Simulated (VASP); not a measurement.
Runs of VASP 6.6.1 on Cu. The structure is that of space group I4/mmm (No. 139), or close to it. The cells are those of the table. 

| cell | further INCAR settings | gap on the mesh (eV) | pressure (GPa) |
| --- | --- | --- | --- |
| a = 2.458 Å, angles 106.8, 106.8, 114.9°, 1 atom | ALGO = Fast; EDIFF = 1e-07; NBANDS = 12 | none | 1.2 |
| a = 2.464 Å, angles 105.8, 105.8, 117.0°, 1 atom | ALGO = Fast; EDIFF = 1e-07; NBANDS = 12 | none | (a) |
| a = 2.461 Å, angles 112.9, 112.9, 102.8°, 1 atom | ALGO = Fast; EDIFF = 1e-07; NBANDS = 12 | none | 1.0 |
| a = 2.479 Å, angles 104.0, 104.0, 121.0°, 1 atom | ALGO = Fast; EDIFF = 1e-06; NBANDS = 12 | none | 3.1 |

Alike in all rows: task single point; level PBEsol; potentials or basis VASP PAW PBE potentials, release 64 (Cu); no spin polarisation; k mesh 34 × 34 × 34; cutoff (eV) 520; smearing gaussian 0.15 eV.

Q: Estimate the missing entries.

A: (a) 1.6.

Caveats: the PAW data sets were made with another functional, which shifts forces and pressure a little; the cell stands under pressure (at least some runs).

A gap of «none» marks levels without a gap at the run's occupations.
